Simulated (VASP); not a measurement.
KSi3, 4 atoms in the cell. It takes space group Fm-3m (No. 225, cubic). The conventional cell has a = 6.864 Å, b = 6.864 Å, c = 6.864 Å, α = 90.00°, β = 90.00°, γ = 90.00°. K (site symmetry m-3m) has 14 Si at 2.97 to 3.43 Å within 3.9 Å. Si (site symmetry -43m) has 4 K at 2.97 Å and 10 Si at 2.97 to 3.43 Å within 3.9 Å. Within 3.9 Å of Si (site symmetry m-3m) lie 8 Si at 2.97 Å and 6 K at 3.43 Å. 

| Property | Result |
| --- | --- |
| Program | VASP 6.6.1 |
| Task | single point |
| Functional | PBE |
| Potentials or basis | VASP PAW PBE potentials, release 64 (K_sv, Si) |
| Cutoff | 520 eV |
| k mesh | 12 × 12 × 12 |
| Occupations | gaussian, width 0.1 eV |
| Spin | no spin polarisation |
| Dipole correction | no |
| Further INCAR settings | ALGO = Normal; EDIFF = 1e-06; NBANDS = 18 |

Potentials or basis: VASP PAW PBE potentials, release 64 (K_sv, Si).

Launch:

```console
$ cat potpaw_PBE.64/K_sv/POTCAR potpaw_PBE.64/Si/POTCAR > POTCAR
$ mpirun -np 1 vasp_std > vasp.out
```

Hardware: 1 thread of AMD EPYC 9R45 96-Core Processor (Zen 5), with other jobs on the host.

**Question.** How long does it take, and how much memory?

**Answer.** Wall time 44 s on 1 thread of AMD EPYC 9R45 96-Core Processor (Zen 5) (shared host), peak memory 0.23 GiB. Counts: scf iterations 12, k points 72.
